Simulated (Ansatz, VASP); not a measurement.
# One calculation of Pt2Se, two programs

Contents of INCAR:

```
  ALGO = Normal
  EDIFF = 1E-6
  ENCUT = 520
  GGA = PE
  ISIF = 2
  ISMEAR = -1
  LASPH = True
  LCHARG = False
  LREAL = False
  LWAVE = False
  NBANDS = 35
  NELM = 80
  PREC = Accurate
  SIGMA = 0.1
```

File KPOINTS:

```
k-points
0
Gamma
  6 6 9
```

The input POSCAR:

```
Pt2Se
1.0
    5.4823860000      0.0000000000      0.0000000000
    0.0000000000      5.9910350000      0.0000000000
    0.0000000000      0.0000000000      3.6335790000
Pt Se
4 2
Direct
    0.2500000000      0.3448900000      0.0000000000
    0.7500000000      0.6551100000      0.0000000000
    0.7500000000      0.1551100000      0.5000000000
    0.2500000000      0.8448900000      0.5000000000
    0.0000000000      0.0000000000      0.0000000000
    0.5000000000      0.5000000000      0.5000000000
```

Input for Ansatz:

```yaml
crystal:
  lattice:
    - [5.482386, 0.0, 0.0]
    - [0.0, 5.991035, 0.0]
    - [0.0, 0.0, 3.633579]
  atoms:
    - { symbol: Pt, position: [0.25, 0.34489, 0.0] }
    - { symbol: Pt, position: [0.75, 0.65511, 0.0] }
    - { symbol: Pt, position: [0.75, 0.15511, 0.5] }
    - { symbol: Pt, position: [0.25, 0.84489, 0.5] }
    - { symbol: Se, position: [0.0, 0.0, 0.0] }
    - { symbol: Se, position: [0.5, 0.5, 0.5] }
  symmetry: { tolerance: 0.0003 }
kpoints:
  mp_grid: { grid: [6, 6, 9], shift: [0, 0, 0] }
  band_path:
    path:
      - [0.0, 0.0, 0.0]
      - [0.5, 0.0, 0.0]
      - [0.5, 0.5, 0.0]
      - [0.0, 0.5, 0.0]
      - [0.0, 0.0, 0.0]
      - [0.0, 0.0, 0.5]
      - [0.5, 0.0, 0.5]
      - [0.5, 0.5, 0.5]
      - [0.0, 0.5, 0.5]
      - [0.0, 0.0, 0.5]
      - [0.5, 0.0, 0.0]
    npoints: 6
magnetization:
  spin_polarized: false
scf:
  occupations: { method: fermi_dirac }
  lower_state_search: "off"
  max_iter: 200
hamiltonian:
  pseudopotentials: { kind: paw }
  xc: pbe
basis:
  ecutwfc: 420
  fft_grid_basis: typed
output:
  forces: true
  stress: true
  eigenvalues: true
  bader: true
  populations: true
  elf: true
  write_potential: true
  volumetric_format: npy
  dos:
    e_range: [-12, 8]
    de: 0.05
    projected: { site_lists: { Pt: [Pt], Se: [Se] } }
checkpoint:
  read: saved_state
```

Alike in both runs: task single point; functional PBE; k mesh 6 × 6 × 9; no spin polarisation.

```csv
,VASP,Ansatz
version,VASP 6.6.1,Ansatz 0.2.0
potentials or method,"VASP PAW PBE potentials, release 64 (Pt, Se), cutoff 520 eV",PAW plane waves
occupations,"fermi-dirac, width 0.1 eV",fermi-dirac
valence electrons in the cell,52,104
```

|  | VASP | Ansatz | Ansatz less VASP |
| --- | --- | --- | --- |
| pressure (GPa) | 2.2 | 2.1 | -0.08 |
| traceless stress, the component that is largest in VASP (GPa) | 4.52 | 4.47 | -0.044 |
| rms of the force components (eV/Å) | 0.310 | 0.304 | -0.0064 |

Atom by atom the forces differ by 0.007 eV/Å (rms over components). VASP's potentials hold 52 valence electrons a cell and Ansatz's 104, so a difference there can come from the potentials and not from the codes.

Spin-orbit coupling is off throughout.
